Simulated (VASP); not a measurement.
## Ni: single point with LDA

Ni:

```xyz
1
Lattice="0.0000 1.6025 1.6025 1.6025 0.0000 1.6025 1.6025 1.6025 0.0000" Properties=species:S:1:pos:R:3 pbc="T T T"
Ni    0.0000    0.0000    0.0000
```

```yaml
Program: VASP 6.6.1
Task: single point
Functional: LDA
Potentials_or_basis: VASP PAW LDA potentials, release 64 (Ni)
Cutoff: 520 eV
k_mesh: 24 × 24 × 24
Occupations: gaussian, width 0.15 eV
Spin: collinear spin, ferromagnetic start
Starting_moments: "[0.25] μB"
Fixed_moment: 0.25 μB
Dipole_correction: no
Further_INCAR_settings: ALGO = Fast; EDIFF = 1e-06; NBANDS = 15
```

The pressure is 79.6 GPa, the net moment is 0.25 μB per cell and the site moments are Ni +0.24 μB. The valence electrons inside the program's atomic spheres are Ni 9.98.

Wall time 3.5 min on 1 thread of Intel(R) Xeon(R) Platinum 8259CL CPU @ 2.50GHz (Skylake/Cascade Lake) (shared host), peak memory 0.18 GiB.

Caveat: the cell stands under pressure; the total moment is fixed, so each spin has its own Fermi level.
